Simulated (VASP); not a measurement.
A run of VASP 6.6.1 is set up as follows.

The input INCAR:

```
  PREC = Accurate
  ENCUT = 600
  EDIFF = 1E-7
  ISMEAR = -1
  SIGMA = 0.05
  LREAL = False
  LASPH = True
  NELM = 150
  ALGO = Normal
  ISIF = 3
  LWAVE = False
  LCHARG = False
  ISPIN = 2
  MAGMOM = 1.7
  LORBIT = 11
  LMAXMIX = 4
  GGA = B5
  ALDAX = 1.0
  AGGAX = 1.0
  AGGAC = 1.0
  ALDAC = 0.0
  IBRION = 2
  NSW = 80
  EDIFFG = -0.01
```

File KPOINTS:

```
regular mesh
0
Gamma
  14 14 14
```

The input POSCAR:

```
Co
1.0
    2.2868488050      0.0000000000      0.0000000000
    0.0000000000      2.2868488050      0.0000000000
    0.0000000000      0.0000000000      2.2868488050
Co
1
Direct
    0.0000000000      0.0000000000      0.0000000000
```

Potentials or basis: VASP PAW PBE potentials, release 64 (Co).

Launch:

```console
$ cat potpaw_PBE.64/Co/POTCAR > POTCAR
$ mpirun -np 1 vasp_std > vasp.out
```

**Question.** What does it give for the space group after relaxing (to 0.05 Å)?

**Answer.** Pm-3m (No. 221).

**Question.** Predict the site moments.

**Answer.** Co +1.88 μB.

**Question.** Predict the relaxed cell.

**Answer.** a = 2.376 Å, b = 2.376 Å, c = 2.376 Å, α = 90.00°, β = 90.00°, γ = 90.00°.

**Question.** Predict the relaxed volume.

**Answer.** 13.41 Å³/atom.

Step by step:
```tsv
step	energy change (eV)	largest force (eV/Å)	pressure (GPa)	volume (Å³)
1	0.0000	0.0000	15.60	11.96
2	-0.0542	0.0000	-5.82	14.09
3	-0.0673	0.0000	-0.05	13.41
```

Caveat: the PAW data sets were made with another functional, which shifts forces and pressure a little.
